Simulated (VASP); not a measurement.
Runs of VASP 6.6.1 on Y. The structure is that of space group P6_3/mmc (No. 194), or close to it. The cells are those of the table. 

```tsv
task	cell	k mesh	cutoff (eV)	smearing	gap on the mesh (eV)	pressure (GPa)	relaxed volume (Å³/atom)
relaxation of cell and atoms	relaxed from a = 3.643, b = 3.643, c = 5.879 Å, angles 90.0, 90.0, 120.0°, 2 atoms	15 × 15 × 8	600	gaussian 0.1 eV	none	0.0	31.22
relaxation of cell and atoms	relaxed from a = 3.599, b = 3.599, c = 5.582 Å, angles 90.0, 90.0, 120.0°, 2 atoms	15 × 15 × 8	600	fermi-dirac 0.15 eV	none	0.0	31.37
single point	a = 3.592, b = 3.592, c = 5.632 Å, angles 90.0, 90.0, 120.0°, 2 atoms	15 × 15 × 8	520	fermi-dirac 0.15 eV	none	-0.1	-
single point	a = 3.599, b = 3.599, c = 5.582 Å, angles 90.0, 90.0, 120.0°, 2 atoms	15 × 15 × 8	520	gaussian 0.1 eV	none	-0.1	-
single point	a = 3.643, b = 3.643, c = 5.879 Å, angles 90.0, 90.0, 120.0°, 2 atoms	6 × 6 × 4	520	gaussian 0.1 eV	none	(a)	-
```

Alike in all rows: level PBEsol; potentials or basis VASP PAW PBE potentials, release 64 (Y_sv); no spin polarisation.

Estimate the missing entries.

(a) -2.9.

Caveats: the PAW data sets were made with another functional, which shifts forces and pressure a little.

A k mesh can miss the band edges, and the runs leave out spin-orbit coupling on Y.

A gap of «none» marks levels without a gap at the run's occupations.
